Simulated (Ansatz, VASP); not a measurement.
This is a calculation of SiNi3 for VASP 6.6.1.

Contents of INCAR:

```
SYSTEM = SiNi3
PREC = Accurate
ENCUT = 520
EDIFF = 1E-7
ISMEAR = -1
SIGMA = 0.05
LREAL = .FALSE.
LASPH = .TRUE.
NELM = 150
ALGO = Normal
ISIF = 2
LWAVE = .FALSE.
LCHARG = .FALSE.
ISPIN = 2
MAGMOM = 0.5 0.5 0.5 0
LORBIT = 11
NUPDOWN = 1.5
LMAXMIX = 4
GGA = PE
NBANDS = 29
```

KPOINTS

```
regular mesh
0
G
  6 6 6
  0 0 0
```

The input POSCAR:

```
SiNi3
1.0
    3.5420000000      0.0000000000      0.0000000000
    0.0000000000      3.5420000000      0.0000000000
    0.0000000000      0.0000000000      3.5420000000
Ni Si
3 1
Direct
    0.5000000000      0.5000000000      0.0000000000
    0.5000000000      0.0000000000      0.5000000000
    0.0000000000      0.5000000000      0.5000000000
    0.0000000000      0.0000000000      0.0000000000
```

Potentials or basis: VASP PAW PBE potentials, release 64 (Ni, Si).

Command:

```sh
$ cat potpaw_PBE.64/Ni/POTCAR potpaw_PBE.64/Si/POTCAR > POTCAR
$ mpirun -np 1 vasp_std > vasp.out
```

Task: Translate it to Ansatz 0.2.0. Potentials there: Ansatz PAW.

Result: As run (the cutoff follows the program's own potentials):

input.yaml

```yaml
crystal:
  lattice:
    - [3.542, 0.0, 0.0]
    - [0.0, 3.542, 0.0]
    - [0.0, 0.0, 3.542]
  atoms:
    - { symbol: Ni, position: [0.5, 0.5, 0.0], spin: 0.5 }
    - { symbol: Ni, position: [0.5, 0.0, 0.5], spin: 0.5 }
    - { symbol: Ni, position: [0.0, 0.5, 0.5], spin: 0.5 }
    - { symbol: Si, position: [0.0, 0.0, 0.0] }
hamiltonian:
  xc: pbe
  pseudopotentials: { kind: paw }
magnetization:
  spin_polarized: true
  initial_magnetization: 1.5
  spin_locking: { lock_magnetization: hard }
kpoints:
  mp_grid: { grid: [6, 6, 6] }
scf:
  occupations: { method: fermi_dirac, width: 0.05 }
  lower_state_search: "off"
output:
  forces: true
  stress: true
  eigenvalues: true
```

Potentials or basis: Ansatz PAW.

Run with:

```sh
$ ansatz run input.yaml --threads 2 --pin off --max-ram 5632MiB --backend cpu --events-out ev --progress --plain --runs-dir out
```

Both were run:

|  | VASP | Ansatz | Ansatz less VASP |
| --- | --- | --- | --- |
| pressure (GPa) | -3.6 | -3.7 | -0.08 |
| net moment per atom (μB) | 0.37 | 0.38 | 0.000 |
| size of the moment on the site where the two differ most (μB) | 0.49 | 0.51 | +0.016 |

Site moments also hang on the region over which each program counts them. With one functional, cell and mesh, what is left measures potentials, basis and numerics. VASP's potentials hold 34 valence electrons a cell and Ansatz's 58, so a difference there can come from the potentials and not from the codes.
